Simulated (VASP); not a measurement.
Runs of VASP 6.6.1 on Si. The structure is that of space group Pm-3m (No. 221), or close to it. The cells are those of the table. 

```csv
level,spin,cell,k mesh,grid for exact exchange (PRECFOCK),screening parameter,gap on the mesh (eV),pressure (GPa)
PBE,"non-collinear, zero start, SOC","a = 2.530 Å, 1 atom",12 × 12 × 12,-,-,-,(c)
PBE,off,"a = 2.596 Å, 1 atom",14 × 14 × 14,-,-,none,(b)
PBE,off,"a = 2.530 Å, 1 atom",14 × 14 × 14,-,-,none,0.3
PBE,off,"a = 2.530 Å, 1 atom",6 × 6 × 6,-,-,none,-0.2
PBE,off,"a = 2.425 Å, 1 atom",14 × 14 × 14,-,-,none,17.6
PBE,off,"a = 2.496 Å, 1 atom",14 × 14 × 14,-,-,none,4.9
PBE,off,"a = 2.530 Å, 1 atom",20 × 20 × 20,-,-,none,(a)
HSE06,off,"a = 2.530 Å, 1 atom",6 × 6 × 6,Normal,0.2079 1/Å,none,-2.3
```

Alike in all rows: task single point; potentials or basis VASP PAW PBE potentials, release 64 (Si); cutoff (eV) 520; smearing fermi-dirac 0.1 eV.

Task: Fill in the values left out.

Result: (a) 0.0; (b) -6.3; (c) -0.1.

Caveats: some runs use coarse meshes; the PAW data sets were made with another functional, which shifts forces and pressure a little (some runs).

A gap of «none» marks levels without a gap at the run's occupations.
